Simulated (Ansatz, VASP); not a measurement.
**One calculation of MgBe2Te2O, two programs**

```
Mg Be Te O
1.0
     3.95100    0.00000    0.00000
    -1.97550    3.42167    0.00000
     0.00000    0.00000    7.80828
Mg Be Te O
1 2 2 1
Direct
  0.00000 0.00000 0.50000
  0.33333 0.66667 0.30165
  0.66667 0.33333 0.69835
  0.33333 0.66667 0.79660
  0.66667 0.33333 0.20340
  0.00000 0.00000 0.00000
```

Change from the starting cell: species swapped into the LiCeCu2P2 type (P-3m1, No. 164).

Alike in both runs: functional PBE; k mesh 12 × 12 × 6; occupations gaussian, width 0.1 eV; no spin polarisation.

Ansatz relaxed the structure, and its values are those at the end. VASP's run is a single point on that final structure, the one shown.

|  | VASP | Ansatz |
| --- | --- | --- |
| version | VASP 6.6.1 | Ansatz 0.2.0 |
| potentials or method | VASP PAW PBE potentials, release 64 (Mg, Be, Te, O), cutoff 520 eV | scalar-relativistic, plane waves, PAW |
| valence electrons in the cell | 24 | 52 |

```tsv
	VASP	Ansatz	Ansatz less VASP
gap on the k mesh at the Fermi level (eV)	none	none	-
pressure (GPa)	0.0	0.0	0.00
rms of the force components (eV/Å)	0.015	0.003	-0.0129
```

A gap of «none» marks a metal or a gap that the smearing closes. VASP's potentials hold 24 valence electrons a cell and Ansatz's 52, so a difference there can come from the potentials and not from the codes.

Neither program's run includes spin-orbit coupling.
